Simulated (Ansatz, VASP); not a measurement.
**One calculation of C, two programs**

```xyz
2
Lattice="0.0000 1.7560 1.7560 1.7560 0.0000 1.7560 1.7560 1.7560 0.0000" Properties=species:S:1:pos:R:3 pbc="T T T"
C     0.0000    0.0000    0.0000
C     0.8780    0.8780    0.8780
```

Alike in both runs: task single point; functional r2SCAN; k mesh 12 × 12 × 12; occupations gaussian, width 0.05 eV; no spin polarisation.

```csv
,VASP,Ansatz
version,VASP 6.6.1,Ansatz 0.2.0
potentials or method,"VASP PAW PBE potentials, release 64 (C), cutoff 520 eV","scalar-relativistic, plane waves, PAW"
valence electrons in the cell,8,8
```

|  | VASP | Ansatz | Ansatz less VASP |
| --- | --- | --- | --- |
| gap on the k mesh at the Fermi level (eV) | 4.45 | 4.49 | +0.032 |
| least direct gap on the mesh (eV) | 5.96 | 6.01 | +0.048 |
| pressure (GPa) | 21.2 | 19.9 | -1.29 |

VASP's potentials were made for PBE, not for r2SCAN. With one functional, cell and mesh, what is left measures potentials, basis and numerics.
